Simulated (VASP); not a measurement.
Set up this calculation in VASP 6.6.1, as the native input.

* Task: single point
* Functional: LDA
* Potentials or basis: VASP PAW LDA potentials, release 64 (Sr_sv, O)
* Cutoff: 520 eV
* k mesh: 8 × 8 × 8
* Occupations: gaussian, width 0.01 eV
* Spin: no spin polarisation
* Dipole correction: no
* Further INCAR settings: ALGO = Normal; EDIFF = 1e-07; NBANDS = 15

The structure of SrO (dlda) lies in POSCAR:

```
SrO
1.0
    0.0000000000      2.5323443572      2.5323443572
    2.5323443572      0.0000000000      2.5323443572
    2.5323443572      2.5323443572      0.0000000000
Sr O
1 1
Direct
    0.0000000000      0.0000000000      0.0000000000
    0.5000000000      0.5000000000      0.5000000000
```

These files were run (other wordings do the same):

INCAR

```
SYSTEM = SrO
  ALGO = Normal
  EDIFF = 1E-7
  ENCUT = 520
  ISIF = 2
  ISMEAR = 0
  LASPH = .True.
  LCHARG = .False.
  LREAL = .False.
  LWAVE = .False.
  NBANDS = 15
  NELM = 60
  PREC = Accurate
  SIGMA = 0.01
```

KPOINTS

```
k-points
0
Gamma
  8 8 8
  0 0 0
```

Potentials or basis: VASP PAW LDA potentials, release 64 (Sr_sv, O).

Launch:

```bash
$ cat potpaw_LDA.64/Sr_sv/POTCAR potpaw_LDA.64/O/POTCAR > POTCAR
$ mpirun -np 1 vasp_std > vasp.out
```

It gave:

| Item | Value |
| --- | --- |
| Pressure | 0.8 GPa |
| Band gap on the k mesh | 3.06 eV, indirect (least direct gap 3.11 eV) |

Run time: 9.4 s on 1 thread of Intel(R) Xeon(R) Platinum 8488C (Sapphire Rapids), with other jobs on the host, peak memory 0.14 GiB.
